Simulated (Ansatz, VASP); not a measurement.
Two plane-wave programs on Yb3InC

Contents of INCAR:

```
  ALGO = Normal
  EDIFF = 1E-6
  ENCUT = 520
  GGA = PE
  ISIF = 2
  ISMEAR = 0
  LASPH = T
  LCHARG = T
  LELF = T
  LREAL = F
  LVHAR = T
  LWAVE = F
  NBANDS = 52
  NELM = 100
  PREC = Accurate
  SIGMA = 0.025
```

Contents of KPOINTS:

```
k-points
0
Gamma
  5 5 5
```

The input POSCAR:

```
Yb3InC
1.0
    5.0632500000      0.0000000000      0.0000000000
    0.0000000000      5.0632500000      0.0000000000
    0.0000000000      0.0000000000      5.0632500000
Yb In C
3 1 1
Direct
    0.5000000000      0.0000000000      0.5000000000
    0.0000000000      0.5000000000      0.5000000000
    0.5000000000      0.5000000000      0.0000000000
    0.0000000000      0.0000000000      0.0000000000
    0.5000000000      0.5000000000      0.5000000000
```

Input for Ansatz:

```yaml
crystal:
  lattice:
    bravais: cubic
    a: 5.06325
  space_group: 221
  atoms:
    - { symbol: Yb, position: [0.5, 0.0, 0.5] }
    - { symbol: In, position: [0.0, 0.0, 0.0] }
    - { symbol: C, position: [0.5, 0.5, 0.5] }
kpoints:
  mp_grid:
    grid: [5, 5, 5]
scf:
  occupations:
    method: gaussian
    width: 0.025
output:
  forces: true
  stress: true
```

Alike in both runs: task single point; functional PBE; k mesh 5 × 5 × 5; occupations gaussian, width 0.025 eV; no spin polarisation.

```csv
,VASP,Ansatz
version,VASP 6.6.1,Ansatz 0.2.0
potentials or method,"VASP PAW PBE potentials, release 64 (Yb, In_d, C)","plane waves, PAW"
plane-wave cutoff (eV),520,420
valence electrons in the cell,89,89
```

VASP gave:

- pressure (GPa): -4.5

Task: Estimate Ansatz's values.

Result: Pressure (GPa): -3.7.

Spin-orbit coupling is off throughout.
